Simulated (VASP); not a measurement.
# TiSi (Fm-3m) in VASP: further runs, part 2 of 2

VASP 6.6.1. Earlier steps stand in the parts before.

### Step 3. Single point, r2SCAN

This run uses another cell than the first one, of 16.44 Å³/atom.

The input, POSCAR:

```
TiSi
1.0
    0.0000000000      2.5426168462      2.5426168462
    2.5426168462      0.0000000000      2.5426168462
    2.5426168462      2.5426168462      0.0000000000
Ti Si
1 1
Direct
    0.0000000000      0.0000000000      0.0000000000
    0.5000000000      0.5000000000      0.5000000000
```

The input, INCAR.step1:

```
SYSTEM = TiSi
ALGO = Normal
EDIFF = 1E-4
ENCUT = 520
GGA = PE
ISMEAR = 0
LASPH = .TRUE.
LCHARG = .FALSE.
LREAL = .FALSE.
LWAVE = .TRUE.
NBANDS = 15
NELM = 80
PREC = Accurate
SIGMA = 0.1
```

The input, INCAR.step2:

```
SYSTEM = TiSi
ALGO = Normal
EDIFF = 1E-6
ENCUT = 520
ISIF = 2
ISMEAR = 0
ISTART = 1
LASPH = .TRUE.
LCHARG = .FALSE.
LMIXTAU = .TRUE.
LREAL = .FALSE.
LWAVE = .FALSE.
METAGGA = R2SCAN
NBANDS = 15
NELM = 80
PREC = Accurate
SIGMA = 0.1
```

The input, KPOINTS:

```
k-points
0
G
  8 8 8
  0 0 0
```

Potentials or basis: VASP PAW PBE potentials, release 64 (Ti_sv, Si).

On the command line:

```
$ cat potpaw_PBE.64/Ti_sv/POTCAR potpaw_PBE.64/Si/POTCAR > POTCAR
$ cp INCAR.step1 INCAR
$ mpirun -np 1 vasp_std > vasp.out
$ cp INCAR.step2 INCAR
$ mpirun -np 1 vasp_std > vasp.out
```

OUTCAR:

```text
SYSTEM = TiSi
   EDIFF = 1E-6
   ENCUT = 520
   ISIF = 2
   ISMEAR = 0
   ISTART = 1
   LASPH = .TRUE.
   LREAL = .FALSE.
   METAGGA = R2SCAN
   NELM = 80
   PREC = Accurate

 ion  position               nearest neighbor table
   1  0.000  0.000  0.000-   2 2.54   2 2.54   2 2.54   2 2.54   2 2.54   2 2.54
   2  0.500  0.500  0.500-   1 2.54   1 2.54   1 2.54   1 2.54   1 2.54   1 2.54

  LATTYP: Found a face centered cubic cell.
 ALAT       =     5.0852336924

  Lattice vectors:

 A1 = (   0.0000000000,   2.5426168462,   2.5426168462)
 A2 = (   2.5426168462,   0.0000000000,   2.5426168462)
 A3 = (   2.5426168462,   2.5426168462,   0.0000000000)

Analysis of symmetry for initial positions (statically):
=====================================================================
 Subroutine PRICEL returns:
 Original cell was already a primitive cell.

 Routine SETGRP: Setting up the symmetry group for a
 face centered cubic supercell.

 Subroutine GETGRP returns: Found 48 space group operations
 (whereof 48 operations were pure point group operations)
 out of a pool of 48 trial point group operations.

The static configuration has the point symmetry O_h .

Analysis of symmetry for dynamics (positions and initial velocities):
=====================================================================
 Subroutine PRICEL returns:
 Original cell was already a primitive cell.

 Routine SETGRP: Setting up the symmetry group for a
 face centered cubic supercell.

 Subroutine GETGRP returns: Found 48 space group operations
 (whereof 48 operations were pure point group operations)
 out of a pool of 48 trial point group operations.

The dynamic configuration has the point symmetry O_h .

 Subroutine INISYM returns: Found 48 space group operations
 (whereof 48 operations are pure point group operations),
 and found     1 'primitive' translations

----------------------------------------------------------------------------------------
[... 116 lines left out ...]
  Thomas-Fermi vector in A             =   2.419724
   LORBIT       =      0    0 simple, 1 ext, 2 COOP (PROOUT), +10 PAW based schemes
   METAGGA = R2SCAN    functional components
   LHFCALC =     F    Hartree Fock is set to
   AEXX    =    0.0000 exact exchange contribution
   IVDW    =     0    specifies the selected vdW correction
   LEPSILON=     F    determine dielectric tensor
   LRPA    =     F    only Hartree local field effects (RPA)
 non-spin polarized calculation
 Gauss-broadening in eV      SIGMA  =   0.10
  energy-cutoff  :      520.00
  volume of cell :       32.88
 maximum number of plane-waves:       905
   NGX = 13   NGY = 13   NGZ = 13

 number of electron      15.9999997 magnetization

 Free energy of the ion-electron system (eV)
  ---------------------------------------------------
  ext. energy  EPLUGINS =         0.00000000
  ---------------------------------------------------
  free energy    TOTEN  =       -22.65450611 eV

  energy without entropy =      -22.65172637  energy(sigma->0) =      -22.65311624

 E-fermi :   8.3779     XC(G=0): -11.8461

 val. band max:        8.3547155130   @ k =   0.1250   0.1250   0.0000
 cond. band min:       8.3989338415   @ k =   0.3750   0.3750   0.0000
 fundamental gap:      0.0442183285
 Fermi energy:         8.3778749695

 k-point     1 :       0.0000    0.0000    0.0000
  band No.  band energies     occupation
      1     -50.8959      2.00000
      2     -26.0972      2.00000
      3     -26.0971      2.00000
      4     -26.0971      2.00000
      5      -2.4849      2.00000
      6       8.5010      0.08171
      7       8.5010      0.08170
      8       8.5010      0.08167
      9       8.5869      0.00311
     10       8.5869      0.00311
     11      11.7163      0.00000
     12      11.7163      0.00000
     13      11.7163      0.00000
     14      18.9033      0.00000
[... 401 lines left out ...]
      2     -26.1874      2.00000
      3     -26.1368      2.00000
      4     -26.1194      2.00000
      5       0.9768      2.00000
      6       3.7394      2.00000
      7       5.7599      2.00000
      8       6.5957      2.00000
      9      10.1666      0.00000
     10      10.1749      0.00000
     11      10.7728      0.00000
     12      12.7576      0.00000
     13      12.9077      0.00000
     14      16.1850      0.00000
     15      17.9511      0.00000

 [... further k-points ...]
[... 5 lines left out ...]
  --------------------------------------------------------------------------------------
  -------------------------------------------------------------------------------------
  Total        0.0785770      0.0785770      0.0785770      0.0000000      0.0000000      0.0000000
  in kB        3.8294207      3.8294207      3.8294207      0.0000000      0.0000000      0.0000000
  external PRESSURE =       3.8294207 kB  Pullay stress =       0.0000000 kB

 VOLUME and BASIS-vectors are now :
 -----------------------------------------------------------------------------
  energy-cutoff  :      520.00
  volume of cell :       32.88
      direct lattice vectors                 reciprocal lattice vectors
     0.000000000  2.542616846  2.542616846    -0.196647796  0.196647796  0.196647796
     2.542616846  0.000000000  2.542616846     0.196647796 -0.196647796  0.196647796
     2.542616846  2.542616846  0.000000000     0.196647796  0.196647796 -0.196647796

 POSITION                                       TOTAL-FORCE (eV/Angst)
 -----------------------------------------------------------------------------------
      0.00000      0.00000      0.00000         0.000000      0.000000      0.000000
      2.54262      2.54262      2.54262         0.000000      0.000000     -0.000000
 -----------------------------------------------------------------------------------
    total drift:                               -0.000000      0.000000      0.000000

  FREE ENERGIE OF THE ION-ELECTRON SYSTEM (eV)
  ---------------------------------------------------
  free  energy   TOTEN  =       -22.6545061101 eV

  energy  without entropy=      -22.6517263742  energy(sigma->0) =      -22.65311624
```

OUTCAR.step1:

```text
SYSTEM = TiSi
   EDIFF = 1E-4
   ENCUT = 520
   GGA = PE
   ISMEAR = 0
   LASPH = .TRUE.
   LREAL = .FALSE.
[... 652 lines left out ...]
      0.00000      0.00000      0.00000         0.000000      0.000000      0.000000
      2.54262      2.54262      2.54262        -0.000000     -0.000000     -0.000000
 -----------------------------------------------------------------------------------
    total drift:                               -0.000000     -0.000000      0.000000

  FREE ENERGIE OF THE ION-ELECTRON SYSTEM (eV)
  ---------------------------------------------------
  free  energy   TOTEN  =       -14.1392004676 eV

  energy  without entropy=      -14.1375395848  energy(sigma->0) =      -14.13837003
```

Wall time 78 s (1 thread of Intel Xeon Platinum 8259CL at 2.50GHz (Skylake/Cascade Lake), shared host); peak memory 0.17 GiB.

Results:

| Item | Value |
| --- | --- |
| Free energy | -22.6545 eV |
| Pressure | 0.4 GPa |
| Band gap on the k mesh | zero (bands 8 and 9 overlap by 0.37 eV) |

Caveat: the PAW data sets were made with another functional, which shifts forces and pressure a little.

### Step 4. Single point, r2SCAN

This run uses another cell than the first one, of 16.47 Å³/atom.

The input, POSCAR:

```
TiSi
1.0
    0.0000000000      2.5444987579      2.5444987579
    2.5444987579      0.0000000000      2.5444987579
    2.5444987579      2.5444987579      0.0000000000
Ti Si
1 1
Direct
    0.0000000000      0.0000000000      0.0000000000
    0.5000000000      0.5000000000      0.5000000000
```

The input, INCAR.step1:

```
  ALGO = Normal
  EDIFF = 1E-4
  ENCUT = 520
  GGA = PE
  ISMEAR = 0
  LASPH = True
  LCHARG = False
  LREAL = False
  LWAVE = True
  NBANDS = 15
  NELM = 60
  PREC = Accurate
  SIGMA = 0.1
```

The input, INCAR.step2:

```
  ALGO = Normal
  EDIFF = 1E-6
  ENCUT = 520
  ISIF = 2
  ISMEAR = 0
  ISTART = 1
  LASPH = True
  LCHARG = False
  LMIXTAU = True
  LREAL = False
  LWAVE = False
  METAGGA = R2SCAN
  NBANDS = 15
  NELM = 60
  PREC = Accurate
  SIGMA = 0.1
```

The input, KPOINTS:

```
k-points
0
Gamma
  14 14 14
```

Potentials or basis: VASP PAW PBE potentials, release 64 (Ti_sv, Si).

On the command line:

```
$ cat potpaw_PBE.64/Ti_sv/POTCAR potpaw_PBE.64/Si/POTCAR > POTCAR
$ cp INCAR.step1 INCAR
$ mpirun -np 1 vasp_std > vasp.out
$ cp INCAR.step2 INCAR
$ mpirun -np 1 vasp_std > vasp.out
```

OUTCAR:

```text
EDIFF = 1E-6
   ENCUT = 520
   ISIF = 2
   ISMEAR = 0
   ISTART = 1
   LASPH = True
   LREAL = False
   METAGGA = R2SCAN
   NELM = 60
   PREC = Accurate

 ion  position               nearest neighbor table
   1  0.000  0.000  0.000-   2 2.54   2 2.54   2 2.54   2 2.54   2 2.54   2 2.54
   2  0.500  0.500  0.500-   1 2.54   1 2.54   1 2.54   1 2.54   1 2.54   1 2.54

  LATTYP: Found a face centered cubic cell.
 ALAT       =     5.0889975158

  Lattice vectors:

 A1 = (   0.0000000000,   2.5444987579,   2.5444987579)
 A2 = (   2.5444987579,   0.0000000000,   2.5444987579)
 A3 = (   2.5444987579,   2.5444987579,   0.0000000000)

Analysis of symmetry for initial positions (statically):
=====================================================================
 Subroutine PRICEL returns:
 Original cell was already a primitive cell.

 Routine SETGRP: Setting up the symmetry group for a
 face centered cubic supercell.

 Subroutine GETGRP returns: Found 48 space group operations
 (whereof 48 operations were pure point group operations)
 out of a pool of 48 trial point group operations.

The static configuration has the point symmetry O_h .

Analysis of symmetry for dynamics (positions and initial velocities):
[... 166 lines left out ...]
 k-point     1 :       0.0000    0.0000    0.0000
  band No.  band energies     occupation
      1     -50.9316      2.00000
      2     -26.1323      2.00000
      3     -26.1322      2.00000
      4     -26.1322      2.00000
      5      -2.4967      2.00000
      6       8.4774      0.08270
      7       8.4774      0.08269
      8       8.4774      0.08265
      9       8.5567      0.00427
     10       8.5567      0.00427
     11      11.6844      0.00000
     12      11.6844      0.00000
     13      11.6844      0.00000
     14      18.8744      0.00000
[... 401 lines left out ...]
      2     -26.1837      2.00000
      3     -26.1462      2.00000
      4     -26.1447      2.00000
      5      -1.2115      2.00000
      6       6.0220      2.00000
      7       6.9773      2.00000
      8       7.5762      2.00000
      9       8.7725      0.00000
     10       9.3360      0.00000
     11      11.3626      0.00000
     12      12.4841      0.00000
     13      14.0393      0.00000
     14      17.1646      0.00000
     15      17.4484      0.00000

 [... further k-points ...]
[... 5 lines left out ...]
  --------------------------------------------------------------------------------------
  -------------------------------------------------------------------------------------
  Total        0.0425600      0.0425600      0.0425600      0.0000000      0.0000000     -0.0000000
  in kB        2.0695459      2.0695459      2.0695459      0.0000000      0.0000000     -0.0000000
  external PRESSURE =       2.0695459 kB  Pullay stress =       0.0000000 kB

 VOLUME and BASIS-vectors are now :
 -----------------------------------------------------------------------------
  energy-cutoff  :      520.00
  volume of cell :       32.95
      direct lattice vectors                 reciprocal lattice vectors
     0.000000000  2.544498758  2.544498758    -0.196502356  0.196502356  0.196502356
     2.544498758  0.000000000  2.544498758     0.196502356 -0.196502356  0.196502356
     2.544498758  2.544498758  0.000000000     0.196502356  0.196502356 -0.196502356

 POSITION                                       TOTAL-FORCE (eV/Angst)
 -----------------------------------------------------------------------------------
      0.00000      0.00000      0.00000         0.000000      0.000000     -0.000000
      2.54450      2.54450      2.54450         0.000000      0.000000      0.000000
 -----------------------------------------------------------------------------------
    total drift:                               -0.000000     -0.000000      0.000000

  FREE ENERGIE OF THE ION-ELECTRON SYSTEM (eV)
  ---------------------------------------------------
  free  energy   TOTEN  =       -22.6584148280 eV

  energy  without entropy=      -22.6562601102  energy(sigma->0) =      -22.65733747
```

Run time: 3.5 min. Hardware: 1 thread of Intel Xeon Platinum 8259CL at 2.50GHz (Skylake/Cascade Lake), shared host; peak memory 0.2 GiB.

Results:

| Quantity | Value |
| --- | --- |
| Free energy | -22.6584 eV |
| Pressure | 0.2 GPa |
| Band gap on the k mesh | zero (bands 8 and 9 overlap by 0.36 eV) |

Levels at points of the mesh, in eV from the Fermi level:
| k point | band 6 | band 7 | band 8 | band 9 | band 10 | band 11 |
| --- | --- | --- | --- | --- | --- | --- |
| (0.00, 0.00, 0.00) | 0.12 | 0.12 | 0.12 | 0.20 | 0.20 | 3.33 |
| (0.50, 0.00, 0.00) | -5.39 | -1.97 | -1.97 | 1.90 | 1.90 | 2.73 |
| (0.50, 0.50, 0.00) | -3.89 | -1.64 | 0.22 | 0.22 | 0.95 | 2.35 |

Caveat: the PAW data sets were made with another functional, which shifts forces and pressure a little.

### Step 5. The runs side by side

| cell | k mesh | gap on the mesh (eV) | pressure (GPa) |
| --- | --- | --- | --- |
| a = 3.356 Å, angles 60.0°, 2 atoms | 6 × 6 × 6 | none | 36.3 |
| a = 3.596 Å, angles 60.0°, 2 atoms | 8 × 8 × 8 | none | 0.4 |
| a = 3.598 Å, angles 60.0°, 2 atoms | 14 × 14 × 14 | none | 0.2 |

Alike in all rows: task single point; level r2SCAN; potentials or basis VASP PAW PBE potentials, release 64 (Ti_sv, Si); no spin polarisation; cutoff (eV) 520; smearing gaussian 0.1 eV.

Caveats: some runs use coarse meshes; the PAW data sets were made with another functional, which shifts forces and pressure a little.

Total energies depend on the potentials used, so only differences within one code and one set of settings carry meaning.

The gap in the log of VASP goes by the Fermi energy; the results here count the filled bands.